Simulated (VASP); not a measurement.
Wanted: the native input for a VASP 6.6.1 run.

```yaml
Task: single point
Functional: PBEsol
Potentials_or_basis: VASP PAW PBE potentials, release 64 (Hg, Te)
Cutoff: 520 eV
k_mesh: 8 × 8 × 8
Occupations: fermi-dirac, width 0.05 eV
Spin: non-collinear spin, zero start, spin-orbit coupling
Starting_moments: "[[0.0, 0.0, 0.0], [0.0, 0.0, 0.0]] μB"
Dipole_correction: no
Further_INCAR_settings: ALGO = Normal; EDIFF = 1e-06; NBANDS = 30
```

The structure of HgTe lies in POSCAR:

```
HgTe
1.0
   -3.0456030000      3.0456030000      1.5594100000
    3.0456030000     -3.0456030000      1.5594100000
    3.0456030000      3.0456030000     -1.5594100000
Hg Te
1 1
Direct
    0.7500000000      0.2500000000      0.5000000000
    0.0000000000      0.0000000000      0.0000000000
```

The input as run:

INCAR

```
SYSTEM = HgTe
  PREC = Accurate
  ENCUT = 520
  EDIFF = 1E-6
  ISMEAR = -1
  SIGMA = 0.05
  LREAL = .False.
  LASPH = .True.
  NELM = 150
  ALGO = Normal
  ISIF = 2
  LWAVE = .False.
  LCHARG = .False.
  MAGMOM = 0 0 0 0 0 0
  LORBIT = 11
  LSORBIT = .True.
  GGA_COMPAT = .False.
  LORBMOM = .True.
  GGA = PS
  NBANDS = 30
```

KPOINTS

```
Automatic mesh
0
Gamma
  8 8 8
  0 0 0
```

Potentials or basis: VASP PAW PBE potentials, release 64 (Hg, Te).

The run is started by

```sh
$ cat potpaw_PBE.64/Hg/POTCAR potpaw_PBE.64/Te/POTCAR > POTCAR
$ mpirun -np 1 vasp_ncl > vasp.out
```

Results of the run:

| Quantity | Value |
| --- | --- |
| Pressure | -3.8 GPa |
| Net moment | 0.00 μB per cell |
| Valence electrons inside the program's atomic spheres | Hg 10.41; Te 3.26 |

Caveat: the cell stands under tension; the PAW data sets were made with another functional, which shifts forces and pressure a little.

It took 5 min on 1 thread of Intel(R) Xeon(R) Platinum 8375C CPU @ 2.90GHz (Ice Lake), on a shared host, peak memory 0.51 GiB.
